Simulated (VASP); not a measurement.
# BiTe in VASP: notebook

BiTe is run at these levels: PBE, r2SCAN; tasks: single point.

All numbers are computed with VASP 6.6.1; they aren't measurements. Logs are shortened: lines on timing, memory, paths and dates and some standing lists are left out, and cuts for length are marked.

## (1) The cell of the first run

Symmetry: P3m1, No. 156, trigonal system. Conventional cell: a = 4.150 Å, b = 4.150 Å, c = 4.441 Å, α = 90.00°, β = 90.00°, γ = 120.00°. Within 4.2 Å of Bi (site symmetry 3m) lie 6 Te at 3.19 to 3.35 Å and 6 Bi at 4.15 Å. Te (site symmetry 3m) has 6 Bi at 3.19 to 3.35 Å and 6 Te at 4.15 Å within 4.2 Å.

## (2) Single point, PBE (atom 2 (Te) moved 0.12 Å along z)

Contents of INCAR:

```
ALGO = Normal
EDIFF = 1E-6
ENCUT = 500
GGA = PE
GGA_COMPAT = False
ISIF = 2
ISMEAR = 0
LASPH = True
LCHARG = True
LELF = True
LREAL = False
LVHAR = True
LWAVE = False
NBANDS = 18
NELM = 120
PREC = Accurate
SIGMA = 0.05
```

Contents of KPOINTS:

```
k-points
0
Gamma
  10 10 8
```

Contents of POSCAR:

```
BiTe
1.0
    4.1497576262      0.0000000000      0.0000000000
   -2.0748788131      3.5937955239      0.0000000000
    0.0000000000      0.0000000000      4.4405072890
Bi Te
1 1
Direct
    0.0000000000      0.0000000000      0.0000000000
    0.6666666667      0.3333333333      0.5270239394
```

Potentials or basis: VASP PAW PBE potentials, release 64 (Bi_d, Te).

Started as:

```sh
cat potpaw_PBE.64/Bi_d/POTCAR potpaw_PBE.64/Te/POTCAR > POTCAR
mpirun -np 1 vasp_std > vasp.out
```

OUTCAR:

```text
EDIFF = 1E-6
   ENCUT = 500
   GGA = PE
   ISIF = 2
   ISMEAR = 0
   LASPH = True
   LREAL = False
   NELM = 120
   PREC = Accurate

 ion  position               nearest neighbor table
   1  0.000  0.000  0.000-   2 3.19   2 3.19   2 3.19   2 3.35   2 3.35   2 3.35
   2  0.667  0.333  0.527-   1 3.19   1 3.19   1 3.19   1 3.35   1 3.35   1 3.35

  LATTYP: Found a hexagonal cell.
 ALAT       =     4.1497576262
 C/A-ratio  =     1.0700642517

  Lattice vectors:

 A1 = (   4.1497576262,   0.0000000000,   0.0000000000)
 A2 = (  -2.0748788131,   3.5937955239,   0.0000000000)
 A3 = (   0.0000000000,   0.0000000000,   4.4405072890)

Analysis of symmetry for initial positions (statically):
=====================================================================
 Subroutine PRICEL returns:
 Original cell was already a primitive cell.

 Routine SETGRP: Setting up the symmetry group for a
 hexagonal supercell.

 Subroutine GETGRP returns: Found  6 space group operations
 (whereof  6 operations were pure point group operations)
 out of a pool of 24 trial point group operations.

The static configuration has the point symmetry C_3v.

Analysis of symmetry for dynamics (positions and initial velocities):
=====================================================================
 Subroutine PRICEL returns:
 Original cell was already a primitive cell.

 Routine SETGRP: Setting up the symmetry group for a
 hexagonal supercell.

 Subroutine GETGRP returns: Found  6 space group operations
 (whereof  6 operations were pure point group operations)
 out of a pool of 24 trial point group operations.

The dynamic configuration has the point symmetry C_3v.

 Subroutine INISYM returns: Found  6 space group operations
 (whereof  6 operations are pure point group operations),
 and found     1 'primitive' translations

----------------------------------------------------------------------------------------

                                     Primitive cell

  volume of cell :      66.2230

  direct lattice vectors                    reciprocal lattice vectors
     4.149757626  0.000000000  0.000000000     0.240977929  0.139128672  0.000000000
    -2.074878813  3.593795524  0.000000000     0.000000000  0.278257345  0.000000000
     0.000000000  0.000000000  4.440507289     0.000000000  0.000000000  0.225199495

  length of vectors
     4.149757626  4.149757626  4.440507289     0.278257345  0.278257345  0.225199495

  position of ions in fractional coordinates (direct lattice)
     0.000000000  0.000000000  0.000000000
     0.666666667  0.333333333  0.527023939

  ion indices of the primitive-cell ions
   primitive index   ion index
                 1           1
                 2           2

----------------------------------------------------------------------------------------

 KPOINTS: k-points

Automatic generation of k-mesh.
 Grid dimensions read from file:
 generate k-points for:   10   10    8

 Generating k-lattice:

  Cartesian coordinates                     Fractional coordinates (reciprocal lattice)
     0.024097793  0.013912867  0.000000000     0.100000000  0.000000000  0.000000000
     0.000000000  0.027825734  0.000000000     0.000000000  0.100000000  0.000000000
     0.000000000  0.000000000  0.028149937     0.000000000  0.000000000  0.125000000

  Length of vectors
     0.027825734  0.027825734  0.028149937

  Shift w.r.t. Gamma in fractional coordinates (k-lattice)
     0.000000000  0.000000000  0.000000000

 Subroutine IBZKPT returns following result:
 ===========================================

 Found     94 irreducible k-points:

 Following reciprocal coordinates:
            Coordinates               Weight
  0.000000  0.000000  0.000000      1.000000
  0.100000  0.000000  0.000000      6.000000
  0.200000  0.000000  0.000000      6.000000
  0.300000  0.000000  0.000000      6.000000
  0.400000  0.000000  0.000000      6.000000
  0.500000  0.000000  0.000000      3.000000
[... 16 lines left out ...]
  0.000000  0.400000  0.125000      6.000000
  0.500000  0.000000  0.125000      6.000000
 [... further k-points ...]
   k-points           NKPTS =     94   k-points in BZ     NKDIM =     94   number of bands    NBANDS=     18
   number of dos      NEDOS =    301   number of ions     NIONS =      2
   total plane-waves  NPLWV =  28800
   dimension x,y,z NGX =    30 NGY =   30 NGZ =   32
   dimension x,y,z NGXF=    60 NGYF=   60 NGZF=   64
   ions per type =               1   1
   NGX,Y,Z   is equivalent  to a cutoff of  12.02, 12.02, 11.98 a.u.
   NGXF,Y,Z  is equivalent  to a cutoff of  24.04, 24.04, 23.96 a.u.
 SYSTEM =  unknown system
   PREC   = accura    normal or accurate (medium, high low for compatibility)
   ISTART =      0    job   : 0-new  1-cont  2-samecut
   ICHARG =      2    charge: 1-file 2-atom 10-const
   ISPIN  =      1    spin polarized calculation?
   LNONCOLLINEAR =      F non collinear calculations
   LSORBIT =      F    spin-orbit coupling
   LASPH  =      T    aspherical Exc in radial PAW
   ENCUT  =  500.0 eV  36.75 Ry    6.06 a.u.   7.57  7.57  8.10*2*pi/ulx,y,z
   NELM   =    120;   NELMIN=  2; NELMDL= -5     # of ELM steps
   EDIFF  = 0.1E-05   stopping-criterion for ELM
   LREAL  =      F    real-space projection
   EDIFFG = 0.1E-04   stopping-criterion for IOM
   NSW    =      0    number of steps for IOM
   IBRION =     -1    ionic relax: 0-MD 1-quasi-New 2-CG
   NFREE  =      0    steps in history (QN), initial steepest desc. (CG)
   ISIF   =      2    stress and relaxation
   ISYM   =      2    0-nonsym 1-usesym 2-fastsym
   POTIM  = 0.5000    time-step for ionic-motion
   TEBEG  =    0.0;   TEEND  =   0.0 temperature during run
   PSTRESS=    0.0 pullay stress
   NELECT =      21.0000    total number of electrons
   NUPDOWN=      -1.0000    fix difference up-down
   EMIN   =  10.00;   EMAX   =-10.00  energy-range for DOS
   EFERMI =   0.00;   METHOD = LEGACY
   ISMEAR =     0;   SIGMA  =   0.05  broadening in eV -4-tet -1-fermi 0-gaus
   EFERMI_NEDOS =   21; number of points for ismear=-14 and -15
   IALGO  =     38    algorithm
   IMIX   =      4    mixing-type and parameters
     AMIX     =   0.40;   BMIX     =  1.00
     AMIX_MAG =   1.60;   BMIX_MAG =  1.00
  volume/ion in A,a.u.               =      33.11       223.45
  Fermi-wavevector in a.u.,A,eV,Ry     =   1.116379  2.109651 16.956973  1.246302
  Thomas-Fermi vector in A             =   2.252992
   LORBIT       =      0    0 simple, 1 ext, 2 COOP (PROOUT), +10 PAW based schemes
   GGA     = PE    functional components
   LHFCALC =     F    Hartree Fock is set to
   AEXX    =    0.0000 exact exchange contribution
   IVDW    =     0    specifies the selected vdW correction
   LEPSILON=     F    determine dielectric tensor
   LRPA    =     F    only Hartree local field effects (RPA)
 non-spin polarized calculation
 Gauss-broadening in eV      SIGMA  =   0.05
  energy-cutoff  :      500.00
  volume of cell :       66.22
 maximum number of plane-waves:      1710
   NGX = 15   NGY = 15   NGZ = 17

 number of electron      21.0000002 magnetization

 Free energy of the ion-electron system (eV)
  ---------------------------------------------------
  ext. energy  EPLUGINS =         0.00000000
  ---------------------------------------------------
  free energy    TOTEN  =        -7.01015705 eV

  energy without entropy =       -7.00783355  energy(sigma->0) =       -7.00899530

 E-fermi :   6.8473     XC(G=0):  -9.5779

 val. band max:        6.8322076288   @ k =   0.2000   0.1000   0.1250
 cond. band min:       6.8920187979   @ k =   0.0000   0.3000   0.2500
 fundamental gap:      0.0598111691
 Fermi energy:         6.8472548073

 k-point     1 :       0.0000    0.0000    0.0000
  band No.  band energies     occupation
      1     -16.4598      2.00000
      2     -16.4328      2.00000
      3     -16.4328      2.00000
      4     -16.4230      2.00000
      5     -16.4230      2.00000
      6      -6.7028      2.00000
[... 10 lines left out ...]
     17      14.9971      0.00000
     18      16.2370      0.00000

 k-point     2 :       0.1000    0.0000    0.0000
  band No.  band energies     occupation
      1     -16.4586      2.00000
      2     -16.4339      2.00000
      3     -16.4329      2.00000
      4     -16.4231      2.00000
      5     -16.4207      2.00000
      6      -6.6085      2.00000
[... 10 lines left out ...]
     17      14.9006      0.00000
     18      16.0353      0.00000

 k-point     3 :       0.2000    0.0000    0.0000
  band No.  band energies     occupation
      1     -16.4558      2.00000
      2     -16.4370      2.00000
      3     -16.4335      2.00000
      4     -16.4233      2.00000
      5     -16.4146      2.00000
      6      -6.3316      2.00000
[... 10 lines left out ...]
     17      15.0486      0.00000
     18      15.6586      0.00000

 k-point     4 :       0.3000    0.0000    0.0000
  band No.  band energies     occupation
      1     -16.4529      2.00000
      2     -16.4407      2.00000
      3     -16.4343      2.00000
      4     -16.4229      2.00000
      5     -16.4070      2.00000
      6      -5.8961      2.00000
[... 10 lines left out ...]
     17      15.2837      0.00000
     18      15.5018      0.00000

 k-point     5 :       0.4000    0.0000    0.0000
  band No.  band energies     occupation
      1     -16.4513      2.00000
      2     -16.4436      2.00000
      3     -16.4349      2.00000
      4     -16.4220      2.00000
      5     -16.4008      2.00000
      6      -5.3761      2.00000
[... 10 lines left out ...]
     17      15.5423      0.00000
     18      15.7761      0.00000

 k-point     6 :       0.5000    0.0000    0.0000
  band No.  band energies     occupation
      1     -16.4508      2.00000
      2     -16.4447      2.00000
      3     -16.4351      2.00000
      4     -16.4216      2.00000
      5     -16.3985      2.00000
      6      -5.0628      2.00000
[... 307 lines left out ...]
 k-point    21 :       0.0000    0.3000    0.1250
  band No.  band energies     occupation
      1     -16.4512      2.00000
      2     -16.4416      2.00000
      3     -16.4349      2.00000
      4     -16.4227      2.00000
      5     -16.4069      2.00000
      6      -5.7959      2.00000
[... 10 lines left out ...]
     17      14.8896      0.00000
     18      16.5170      0.00000

 k-point    22 :       0.4000    0.0000    0.1250
  band No.  band energies     occupation
      1     -16.4498      2.00000
      2     -16.4446      2.00000
      3     -16.4355      2.00000
      4     -16.4217      2.00000
      5     -16.4008      2.00000
      6      -5.2853      2.00000
[... 10 lines left out ...]
     17      15.7436      0.00000
     18      16.9531      0.00000

 k-point    23 :       0.0000    0.4000    0.1250
  band No.  band energies     occupation
      1     -16.4497      2.00000
      2     -16.4447      2.00000
      3     -16.4356      2.00000
      4     -16.4217      2.00000
      5     -16.4008      2.00000
      6      -5.2856      2.00000
[... 10 lines left out ...]
     17      15.7014      0.00000
     18      16.9183      0.00000

 k-point    24 :       0.5000    0.0000    0.1250
  band No.  band energies     occupation
      1     -16.4494      2.00000
      2     -16.4457      2.00000
      3     -16.4358      2.00000
      4     -16.4211      2.00000
      5     -16.3984      2.00000
      6      -4.9802      2.00000
[... 10 lines left out ...]
     17      16.9377      0.00000
     18      17.3768      0.00000

 [... further k-points ...]
[... 5 lines left out ...]
  --------------------------------------------------------------------------------------
  -------------------------------------------------------------------------------------
  Total        0.0778095      0.0778095      0.2362922     -0.0000000      0.0000000     -0.0000000
  in kB        1.8824976      1.8824976      5.7167777     -0.0000000      0.0000000     -0.0000000
  external PRESSURE =       3.1605910 kB  Pullay stress =       0.0000000 kB

 VOLUME and BASIS-vectors are now :
 -----------------------------------------------------------------------------
  energy-cutoff  :      500.00
  volume of cell :       66.22
      direct lattice vectors                 reciprocal lattice vectors
     4.149757626  0.000000000  0.000000000     0.240977929  0.139128672  0.000000000
    -2.074878813  3.593795524  0.000000000     0.000000000  0.278257345  0.000000000
     0.000000000  0.000000000  4.440507289     0.000000000  0.000000000  0.225199495

 POSITION                                       TOTAL-FORCE (eV/Angst)
 -----------------------------------------------------------------------------------
      0.00000      0.00000      0.00000         0.000000     -0.000000      0.164842
      2.07488      1.19793      2.34025        -0.000000      0.000000     -0.164842
 -----------------------------------------------------------------------------------
    total drift:                               -0.000000      0.000000     -0.000173

  FREE ENERGIE OF THE ION-ELECTRON SYSTEM (eV)
  ---------------------------------------------------
  free  energy   TOTEN  =        -7.0101570481 eV

  energy  without entropy=       -7.0078335479  energy(sigma->0) =       -7.00899530
```

Wall time 48 s (1 thread of Intel Xeon 6975P-C (Granite Rapids), shared host); peak memory 0.25 GiB.

Results:

| Item | Value |
| --- | --- |
| Free energy | -7.0102 eV |
| Pressure | 0.3 GPa |
| Largest force | 0.165 eV/Å |
| Band gap on the k mesh | zero (an odd number of electrons rules out a gap without spin polarisation) |

Forces on the atoms (eV/Å):
```
Bi   0.000  0.000  0.165
Te   0.000  0.000 -0.165
```

Stress tensor (GPa, compression positive):
```
0.19 0.00 0.00
0.00 0.19 0.00
0.00 0.00 0.57
```

Caveat: the cell differs from its parent crystal (atom 2 (Te) moved 0.12 Å along z); spin-orbit coupling is left out, which moves the levels of the heavy elements.

[end of part 1 of 2]

The gap in the log of VASP goes by the Fermi energy; the results here count the filled bands.